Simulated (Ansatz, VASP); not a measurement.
One calculation of Cu, two programs

The input INCAR:

```
SYSTEM = Cu
  ALGO = Normal
  EDIFF = 1E-6
  ENCUT = 820
  GGA = PE
  GGA_COMPAT = .False.
  ISIF = 2
  ISMEAR = 0
  LASPH = .True.
  LCHARG = .True.
  LELF = .True.
  LREAL = .False.
  LVHAR = .True.
  LWAVE = .False.
  NBANDS = 16
  NELM = 120
  PREC = Accurate
  SIGMA = 0.013000000000000001
```

The input KPOINTS:

```
k-points
0
Gamma
  13 13 13
  0 0 0
```

The input POSCAR:

```
Cu
1.0
   -1.4427933200      1.4427933200      1.3760814500
    1.4427933200     -1.4427933200      1.3760814500
    1.4427933200      1.4427933200     -1.3760814500
Cu
1
Direct
    0.0000000000      0.0000000000      0.0000000000
```

The input input.yaml:

```yaml
crystal:
  lattice:
    - [-1.44279332, 1.44279332, 1.37608145]
    - [1.44279332, -1.44279332, 1.37608145]
    - [1.44279332, 1.44279332, -1.37608145]
  atoms:
    - { symbol: Cu, position: [0.0, 0.0, 0.0] }
hamiltonian:
  xc: pbe
  pseudopotentials: { kind: paw }
kpoints:
  mp_grid: { grid: [13, 13, 13] }
scf:
  occupations: { method: gaussian, width: 0.013 }
output:
  forces: true
  stress: true
  eigenvalues: true
```

Alike in both runs: task single point; functional PBE; k mesh 13 × 13 × 13; occupations gaussian, width 0.013 eV; no spin polarisation.

|  | VASP | Ansatz |
| --- | --- | --- |
| version | VASP 6.6.1 | Ansatz 0.2.0 |
| potentials or method | VASP PAW PBE potentials, release 64 (Cu_sv_GW) | Ansatz PAW |
| plane-wave cutoff (eV) | 820 | 420 |
| valence electrons in the cell | 19 | 19 |

Ansatz gave:

* gap on the k mesh at the Fermi level (eV): none
* pressure (GPa): 7.2
* traceless stress, the component that is largest in VASP (GPa): 0.20

Which values does VASP return?

gap on the k mesh at the Fermi level (eV): none; pressure (GPa): 5.9; traceless stress, the component that is largest in VASP (GPa): 0.20.

A gap of «none» marks a metal or a gap that the smearing closes.
